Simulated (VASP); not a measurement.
# Y (Fm-3m) in VASP: a series of runs

Runs on Y. Level: RPBE. Tasks: single point.

Program: VASP 6.6.1. These are calculated values, not measurements. Logs are shortened: lines on timing, memory, paths and dates and some standing lists are left out, and cuts for length are marked.

## 1. The cell of the first run

It takes space group Fm-3m (No. 225, cubic). The conventional cell has a = 4.925 Å, b = 4.925 Å, c = 4.925 Å, α = 90.00°, β = 90.00°, γ = 90.00°. Y (site symmetry m-3m) has 12 Y at 3.48 Å within 4.6 Å.

## 2. Single point, RPBE (volume scaled by 0.88)

Input file INCAR:

```
PREC     = Accurate       # precision mode
ENCUT    = 520            # plane-wave cutoff, eV
EDIFF    = 1E-6           # SCF threshold, eV
ISMEAR   = -1             # smearing method
SIGMA    = 0.1            # smearing width, eV
LREAL    = False          # projectors in reciprocal space
LASPH    = True           # aspherical terms in the spheres
NELM     = 60             # most SCF steps
ALGO     = Normal         # electronic algorithm
ISIF     = 2              # what is computed and relaxed
LWAVE    = False          # write WAVECAR
LCHARG   = False          # write CHGCAR
GGA      = RP             # functional
NBANDS   = 12             # bands
```

Input file KPOINTS:

```
Automatic mesh
0
Gamma
  12 12 12
```

Input file POSCAR:

```
Y
1.0
    0.0000000000      2.4625118563      2.4625118563
    2.4625118563      0.0000000000      2.4625118563
    2.4625118563      2.4625118563      0.0000000000
Y
1
Direct
    0.0000000000      0.0000000000      0.0000000000
```

Potentials or basis: VASP PAW PBE potentials, release 64 (Y_sv).

Launch:

```bash
> cat potpaw_PBE.64/Y_sv/POTCAR > POTCAR
> mpirun -np 1 vasp_std > vasp.out
```

OUTCAR:

```text
PREC = Accurate
   ENCUT = 520
   EDIFF = 1E-6
   ISMEAR = -1
   LREAL = False
   LASPH = True
   NELM = 60
   ISIF = 2
   GGA = RP

 ion  position               nearest neighbor table
   1  0.000  0.000  0.000-

  LATTYP: Found a face centered cubic cell.
 ALAT       =     4.9250237126

  Lattice vectors:

 A1 = (   0.0000000000,   2.4625118563,   2.4625118563)
 A2 = (   2.4625118563,   0.0000000000,   2.4625118563)
 A3 = (   2.4625118563,   2.4625118563,   0.0000000000)

Analysis of symmetry for initial positions (statically):
=====================================================================
 Subroutine PRICEL returns:
 Original cell was already a primitive cell.

 Routine SETGRP: Setting up the symmetry group for a
 face centered cubic supercell.

 Subroutine GETGRP returns: Found 48 space group operations
 (whereof 48 operations were pure point group operations)
 out of a pool of 48 trial point group operations.

The static configuration has the point symmetry O_h .

Analysis of symmetry for dynamics (positions and initial velocities):
=====================================================================
 Subroutine PRICEL returns:
 Original cell was already a primitive cell.

 Routine SETGRP: Setting up the symmetry group for a
 face centered cubic supercell.

 Subroutine GETGRP returns: Found 48 space group operations
 (whereof 48 operations were pure point group operations)
 out of a pool of 48 trial point group operations.

The dynamic configuration has the point symmetry O_h .

 Subroutine INISYM returns: Found 48 space group operations
 (whereof 48 operations are pure point group operations),
 and found     1 'primitive' translations

----------------------------------------------------------------------------------------

                                     Primitive cell

  volume of cell :      29.8652

  direct lattice vectors                    reciprocal lattice vectors
     0.000000000  2.462511856  2.462511856    -0.203044708  0.203044708  0.203044708
     2.462511856  0.000000000  2.462511856     0.203044708 -0.203044708  0.203044708
     2.462511856  2.462511856  0.000000000     0.203044708  0.203044708 -0.203044708

  length of vectors
     3.482517665  3.482517665  3.482517665     0.351683750  0.351683750  0.351683750

  position of ions in fractional coordinates (direct lattice)
     0.000000000  0.000000000  0.000000000

  ion indices of the primitive-cell ions
   primitive index   ion index
                 1           1

----------------------------------------------------------------------------------------

 KPOINTS: Automatic mesh

Automatic generation of k-mesh.
 Grid dimensions read from file:
 generate k-points for:   12   12   12

 Generating k-lattice:

  Cartesian coordinates                     Fractional coordinates (reciprocal lattice)
    -0.016920392  0.016920392  0.016920392     0.083333333  0.000000000  0.000000000
     0.016920392 -0.016920392  0.016920392     0.000000000  0.083333333  0.000000000
     0.016920392  0.016920392 -0.016920392     0.000000000  0.000000000  0.083333333

  Length of vectors
     0.029306979  0.029306979  0.029306979

  Shift w.r.t. Gamma in fractional coordinates (k-lattice)
     0.000000000  0.000000000  0.000000000

 Subroutine IBZKPT returns following result:
 ===========================================

 Found     72 irreducible k-points:

 Following reciprocal coordinates:
            Coordinates               Weight
  0.000000  0.000000  0.000000      1.000000
  0.083333  0.000000  0.000000      8.000000
  0.166667  0.000000  0.000000      8.000000
  0.250000  0.000000  0.000000      8.000000
  0.333333  0.000000  0.000000      8.000000
  0.416667  0.000000  0.000000      8.000000
[... 16 lines left out ...]
  0.500000  0.166667  0.000000     24.000000
 -0.416667  0.166667  0.000000     24.000000
 [... further k-points ...]
   k-points           NKPTS =     72   k-points in BZ     NKDIM =     72   number of bands    NBANDS=     12
   number of dos      NEDOS =    301   number of ions     NIONS =      1
   total plane-waves  NPLWV =  21952
   dimension x,y,z NGX =    28 NGY =   28 NGZ =   28
   dimension x,y,z NGXF=    56 NGYF=   56 NGZF=   56
   ions per type =               1
   NGX,Y,Z   is equivalent  to a cutoff of  13.37, 13.37, 13.37 a.u.
   NGXF,Y,Z  is equivalent  to a cutoff of  26.73, 26.73, 26.73 a.u.
 SYSTEM =  unknown system
   PREC   = accura    normal or accurate (medium, high low for compatibility)
   ISTART =      0    job   : 0-new  1-cont  2-samecut
   ICHARG =      2    charge: 1-file 2-atom 10-const
   ISPIN  =      1    spin polarized calculation?
   LNONCOLLINEAR =      F non collinear calculations
   LSORBIT =      F    spin-orbit coupling
   LASPH  =      T    aspherical Exc in radial PAW
   ENCUT  =  520.0 eV  38.22 Ry    6.18 a.u.   6.48  6.48  6.48*2*pi/ulx,y,z
   NELM   =     60;   NELMIN=  2; NELMDL= -5     # of ELM steps
   EDIFF  = 0.1E-05   stopping-criterion for ELM
   LREAL  =      F    real-space projection
   EDIFFG = 0.1E-04   stopping-criterion for IOM
   NSW    =      0    number of steps for IOM
   IBRION =     -1    ionic relax: 0-MD 1-quasi-New 2-CG
   NFREE  =      0    steps in history (QN), initial steepest desc. (CG)
   ISIF   =      2    stress and relaxation
   ISYM   =      2    0-nonsym 1-usesym 2-fastsym
   POTIM  = 0.5000    time-step for ionic-motion
   TEBEG  =    0.0;   TEEND  =   0.0 temperature during run
   PSTRESS=    0.0 pullay stress
   NELECT =      11.0000    total number of electrons
   NUPDOWN=      -1.0000    fix difference up-down
   EMIN   =  10.00;   EMAX   =-10.00  energy-range for DOS
   EFERMI =   0.00;   METHOD = LEGACY
   ISMEAR =    -1;   SIGMA  =   0.10  broadening in eV -4-tet -1-fermi 0-gaus
   EFERMI_NEDOS =   21; number of points for ismear=-14 and -15
   IALGO  =     38    algorithm
   IMIX   =      4    mixing-type and parameters
     AMIX     =   0.40;   BMIX     =  1.00
     AMIX_MAG =   1.60;   BMIX_MAG =  1.00
  volume/ion in A,a.u.               =      29.87       201.54
  Fermi-wavevector in a.u.,A,eV,Ry     =   1.173503  2.217598 18.736697  1.377108
  Thomas-Fermi vector in A             =   2.309915
   LORBIT       =      0    0 simple, 1 ext, 2 COOP (PROOUT), +10 PAW based schemes
   GGA     = RP    functional components
   LHFCALC =     F    Hartree Fock is set to
   AEXX    =    0.0000 exact exchange contribution
   IVDW    =     0    specifies the selected vdW correction
   LEPSILON=     F    determine dielectric tensor
   LRPA    =     F    only Hartree local field effects (RPA)
 non-spin polarized calculation
  energy-cutoff  :      520.00
  volume of cell :       29.87
 maximum number of plane-waves:       821
 NGX is ok and might be reduce to    28
   NGX = 13   NGY = 13   NGZ = 13

 number of electron      11.0000001 magnetization

 Free energy of the ion-electron system (eV)
  ---------------------------------------------------
  ext. energy  EPLUGINS =         0.00000000
  ---------------------------------------------------
  free energy    TOTEN  =        -6.04452903 eV

  energy without entropy =       -5.99627945  energy(sigma->0) =       -6.02040424

 E-fermi :   3.6246     XC(G=0):  -9.7082

 val. band max:        3.6084078753   @ k =  -0.2500   0.3333   0.0833
 cond. band min:       3.6344530194   @ k =  -0.2500   0.4167   0.1667
 fundamental gap:      0.0260451442
 Fermi energy:         3.6245537792

 k-point     1 :       0.0000    0.0000    0.0000
  band No.  band energies     occupation
      1     -38.8846      2.00000
      2     -18.5130      2.00000
      3     -18.5130      2.00000
      4     -18.5130      2.00000
      5      -1.2435      2.00000
      6       5.5225      0.00000
      7       5.5225      0.00000
      8       5.5225      0.00000
      9       7.7507      0.00000
     10       7.7507      0.00000
     11      12.8149      0.00000
     12      16.3808      0.00000

 k-point     2 :       0.0833    0.0000    0.0000
  band No.  band energies     occupation
      1     -38.8784      2.00000
      2     -18.5663      2.00000
      3     -18.5196      2.00000
      4     -18.5196      2.00000
      5      -1.0537      2.00000
      6       5.3075      0.00000
      7       5.6106      0.00000
      8       5.6106      0.00000
      9       7.6473      0.00000
     10       7.6473      0.00000
     11      13.2511      0.00000
     12      15.5774      0.00000

 k-point     3 :       0.1667    0.0000    0.0000
  band No.  band energies     occupation
      1     -38.8613      2.00000
      2     -18.7091      2.00000
      3     -18.5373      2.00000
      4     -18.5373      2.00000
      5      -0.5224      2.00000
      6       4.8300      0.00001
      7       5.7857      0.00000
      8       5.7857      0.00000
      9       7.5045      0.00000
     10       7.5045      0.00000
     11      13.8912      0.00000
     12      14.8399      0.00000
[... 286 lines left out ...]
 k-point    23 :       0.5000    0.1667    0.0000
  band No.  band energies     occupation
      1     -38.7830      2.00000
      2     -19.1824      2.00000
      3     -18.7220      2.00000
      4     -18.6514      2.00000
      5       2.0981      2.00000
      6       3.7311      0.51248
      7       4.8295      0.00001
      8       5.9733      0.00000
      9       9.4228      0.00000
     10       9.4830      0.00000
     11      11.8899      0.00000
     12      14.2541      0.00000

 k-point    24 :      -0.4167    0.1667    0.0000
  band No.  band energies     occupation
      1     -38.7815      2.00000
      2     -19.1887      2.00000
      3     -18.7466      2.00000
      4     -18.6361      2.00000
      5       2.1849      2.00000
      6       3.8136      0.26241
      7       4.8130      0.00001
      8       5.8910      0.00000
      9       8.9096      0.00000
     10      10.0218      0.00000
     11      11.8597      0.00000
     12      14.2515      0.00000

 [... further k-points ...]

------------------------ aborting loop because EDIFF is reached ----------------------------------------

  FORCE on cell =-STRESS in cart. coord.  units (eV):
  Direction    XX          YY          ZZ          XY          YZ          ZX
  --------------------------------------------------------------------------------------
  -------------------------------------------------------------------------------------
  Total        1.0103649      1.0103649      1.0103649      0.0000000      0.0000000     -0.0000000
  in kB       54.2030643     54.2030643     54.2030643      0.0000000      0.0000000     -0.0000000
  external PRESSURE =      54.2030643 kB  Pullay stress =       0.0000000 kB

 VOLUME and BASIS-vectors are now :
 -----------------------------------------------------------------------------
  energy-cutoff  :      520.00
  volume of cell :       29.87
      direct lattice vectors                 reciprocal lattice vectors
     0.000000000  2.462511856  2.462511856    -0.203044708  0.203044708  0.203044708
     2.462511856  0.000000000  2.462511856     0.203044708 -0.203044708  0.203044708
     2.462511856  2.462511856  0.000000000     0.203044708  0.203044708 -0.203044708

 POSITION                                       TOTAL-FORCE (eV/Angst)
 -----------------------------------------------------------------------------------
      0.00000      0.00000      0.00000         0.000000      0.000000      0.000000
 -----------------------------------------------------------------------------------
    total drift:                               -0.000000     -0.000000     -0.000000

  FREE ENERGIE OF THE ION-ELECTRON SYSTEM (eV)
  ---------------------------------------------------
  free  energy   TOTEN  =        -6.0445290319 eV

  energy  without entropy=       -5.9962794493  energy(sigma->0) =       -6.02040424
```

It took 21 s on 1 thread of Intel Xeon Platinum 8488C (Sapphire Rapids), shared host; peak memory 0.18 GiB.

What came out:

| Property | Result |
| --- | --- |
| Free energy | -6.0445 eV |
| Pressure | 5.4 GPa |

Levels at points of the mesh, in eV from the Fermi level:
```csv
k point,band 1,band 2,band 3,band 4,band 5,band 6,band 7,band 8,band 9,band 10
"(0.00, 0.00, 0.00)",-42.51,-22.14,-22.14,-22.14,-4.87,1.90,1.90,1.90,4.13,4.13
"(0.50, 0.00, 0.00)",-42.42,-22.88,-22.23,-22.23,-2.07,0.86,1.71,1.71,5.73,5.73
"(0.50, 0.50, 0.00)",-42.38,-22.83,-22.40,-22.40,-1.94,-1.02,2.47,5.75,6.20,6.20
```

Caveat: the cell differs from its parent crystal (volume scaled by 0.88); the PAW data sets were made with another functional, which shifts forces and pressure a little.

## 3. Single point, RPBE (volume scaled by 0.92)

Input file INCAR:

```
SYSTEM = Y
PREC     = Accurate       ! precision mode
ENCUT    = 520            ! plane-wave cutoff, eV
EDIFF    = 1E-7           ! SCF threshold, eV
ISMEAR   = -1             ! smearing method
SIGMA    = 0.1            ! smearing width, eV
LREAL    = .FALSE.        ! projectors in reciprocal space
LASPH    = .TRUE.         ! aspherical terms in the spheres
NELM     = 100            ! most SCF steps
ALGO     = Normal         ! electronic algorithm
ISIF     = 2              ! what is computed and relaxed
LWAVE    = .FALSE.        ! write WAVECAR
LCHARG   = .FALSE.        ! write CHGCAR
GGA      = RP             ! functional
NBANDS   = 12             ! bands
```

Input file KPOINTS:

```
Automatic mesh
0
G
  12 12 12
  0 0 0
```

Input file POSCAR:

```
Y
1.0
    0.0000000000      2.4992711840      2.4992711840
    2.4992711840      0.0000000000      2.4992711840
    2.4992711840      2.4992711840      0.0000000000
Y
1
Direct
    0.0000000000      0.0000000000      0.0000000000
```

Potentials or basis: VASP PAW PBE potentials, release 64 (Y_sv).

Launch:

```bash
> cat potpaw_PBE.64/Y_sv/POTCAR > POTCAR
> mpirun -np 1 vasp_std > vasp.out
```

Wall time 24 s (1 thread of Intel Xeon Platinum 8488C (Sapphire Rapids), shared host); peak memory 0.19 GiB.

Results (log left out):

| Quantity | Value |
| --- | --- |
| Free energy | -6.0812 eV |
| Pressure | 3.3 GPa |

Levels at points of the mesh, in eV from the Fermi level:
| k point | band 1 | band 2 | band 3 | band 4 | band 5 | band 6 | band 7 | band 8 | band 9 | band 10 |
| --- | --- | --- | --- | --- | --- | --- | --- | --- | --- | --- |
| (0.00, 0.00, 0.00) | -42.62 | -22.29 | -22.29 | -22.29 | -4.81 | 1.85 | 1.85 | 1.85 | 3.96 | 3.96 |
| (0.50, 0.00, 0.00) | -42.54 | -22.93 | -22.37 | -22.37 | -2.01 | 0.71 | 1.67 | 1.67 | 5.48 | 5.48 |
| (0.50, 0.50, 0.00) | -42.51 | -22.89 | -22.51 | -22.51 | -1.84 | -0.94 | 2.24 | 5.50 | 5.91 | 5.91 |

Caveat: the cell differs from its parent crystal (volume scaled by 0.92); the PAW data sets were made with another functional, which shifts forces and pressure a little.

## 4. Single point, RPBE (volume scaled by 0.96)

Input file INCAR:

```
SYSTEM = Y
ALGO = Normal
EDIFF = 1E-6
ENCUT = 520
GGA = RP
ISIF = 2
ISMEAR = -1
LASPH = .True.
LCHARG = .True.
LELF = .True.
LREAL = .False.
LVHAR = .True.
LWAVE = .False.
NBANDS = 12
NELM = 60
PREC = Accurate
SIGMA = 0.1
```

Input file KPOINTS:

```
k-points
0
Gamma
  12 12 12
  0 0 0
```

Input file POSCAR:

```
Y
1.0
    0.0000000000      2.5349798825      2.5349798825
    2.5349798825      0.0000000000      2.5349798825
    2.5349798825      2.5349798825      0.0000000000
Y
1
Direct
    0.0000000000      0.0000000000      0.0000000000
```

Launch:

```bash
> cat potpaw_PBE.64/Y_sv/POTCAR > POTCAR
> mpirun -np 1 vasp_std > vasp.out
```

It took 23 s on 1 thread of Intel Xeon Platinum 8488C (Sapphire Rapids), shared host; peak memory 0.19 GiB.

Results (log left out):

- Free energy: -6.1011 eV
- Pressure: 1.4 GPa

Levels at points of the mesh, in eV from the Fermi level:
| k point | band 1 | band 2 | band 3 | band 4 | band 5 | band 6 | band 7 | band 8 | band 9 | band 10 |
| --- | --- | --- | --- | --- | --- | --- | --- | --- | --- | --- |
| (0.00, 0.00, 0.00) | -42.72 | -22.42 | -22.42 | -22.42 | -4.75 | 1.80 | 1.80 | 1.80 | 3.81 | 3.81 |
| (0.50, 0.00, 0.00) | -42.66 | -22.98 | -22.50 | -22.50 | -1.96 | 0.58 | 1.64 | 1.64 | 5.24 | 5.24 |
| (0.50, 0.50, 0.00) | -42.64 | -22.95 | -22.62 | -22.62 | -1.74 | -0.86 | 2.05 | 5.26 | 5.65 | 5.65 |

Caveat: the cell differs from its parent crystal (volume scaled by 0.96); the PAW data sets were made with another functional, which shifts forces and pressure a little.

## 5. Single point, RPBE

This run uses another cell than the first one, of 33.94 Å³/atom, 1.136 times its volume.

Input file INCAR:

```
SYSTEM = Y
ALGO = Normal ; EDIFF = 1E-7
ENCUT = 520 ; GGA = RP
ISIF = 2 ; ISMEAR = -1
LASPH = .TRUE. ; LCHARG = .FALSE.
LREAL = .FALSE. ; LWAVE = .FALSE.
NBANDS = 12 ; NELM = 100
PREC = Accurate ; SIGMA = 0.1
```

Input file KPOINTS:

```
k-points
0
G
  12 12 12
  0 0 0
```

Input file POSCAR:

```
Y
1.0
    0.0000000000      2.5697099500      2.5697099500
    2.5697099500      0.0000000000      2.5697099500
    2.5697099500      2.5697099500      0.0000000000
Y
1
Direct
    0.0000000000      0.0000000000      0.0000000000
```

Launch:

```bash
> cat potpaw_PBE.64/Y_sv/POTCAR > POTCAR
> mpirun -np 1 vasp_std > vasp.out
```

Wall time 24 s (1 thread of Intel Xeon Platinum 8488C (Sapphire Rapids), shared host); peak memory 0.19 GiB.

The run converged. Its results:

```
Free energy : -6.1068 eV
Pressure    : -0.1 GPa
```

Levels at points of the mesh, in eV from the Fermi level:
| k point | band 3 | band 4 | band 5 | band 6 | band 7 | band 8 |
| --- | --- | --- | --- | --- | --- | --- |
| (0.00, 0.00, 0.00) | -22.56 | -22.56 | -4.68 | 1.76 | 1.76 | 1.76 |
| (0.50, 0.00, 0.00) | -22.62 | -22.62 | -1.91 | 0.47 | 1.60 | 1.60 |
| (0.50, 0.50, 0.00) | -22.73 | -22.73 | -1.65 | -0.79 | 1.88 | 5.04 |

Caveat: the PAW data sets were made with another functional, which shifts forces and pressure a little.

## 6. Overview

```tsv
cell	gap on the mesh (eV)	pressure (GPa)
a = 3.483 Å, angles 60.0°, 1 atom	none	5.4
a = 3.535 Å, angles 60.0°, 1 atom	none	3.3
a = 3.585 Å, angles 60.0°, 1 atom	none	1.4
a = 3.634 Å, angles 60.0°, 1 atom	none	-0.1
```

Alike in all rows: task single point; level RPBE; potentials or basis VASP PAW PBE potentials, release 64 (Y_sv); no spin polarisation; k mesh 12 × 12 × 12; cutoff (eV) 520; smearing fermi-dirac 0.1 eV.

Caveats: the PAW data sets were made with another functional, which shifts forces and pressure a little.

Absolute energies hang on the potentials; compare differences alone.
